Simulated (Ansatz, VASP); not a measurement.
## TaF3: VASP beside Ansatz

```
Ta F
1.0
     4.10884    0.00000    0.00000
     0.00000    4.10884    0.00000
     0.00000    0.00000    4.10884
Ta F
1 3
Direct
  0.00000 0.00000 0.00000
  0.50000 0.00000 0.00000
  0.00000 0.50000 0.00000
  0.00000 0.00000 0.50000
```

Alike in both runs: functional PBE; dispersion D3(BJ); k mesh 8 × 8 × 8; occupations gaussian, width 0.1 eV; no spin polarisation.

Ansatz relaxed the structure, and its values are those at the end. VASP's run is a single point on that final structure, the one shown.

```csv
,VASP,Ansatz
version,VASP 6.6.1,Ansatz 0.2.0
potentials or method,"VASP PAW PBE potentials, release 64 (Ta_pv, F), cutoff 520 eV","scalar-relativistic, plane waves, PAW"
valence electrons in the cell,32,34
```

VASP gave:

```
gap on the k mesh at the Fermi level (eV) : none
pressure (GPa)                            : 0.1
```

Q: What did Ansatz give for the same quantities?

A: gap on the k mesh at the Fermi level (eV): none; pressure (GPa): 0.0.

A gap of «none» marks a metal or a gap that the smearing closes. VASP's potentials hold 32 valence electrons a cell and Ansatz's 34, so a difference there can come from the potentials and not from the codes.

Neither program's run includes spin-orbit coupling.
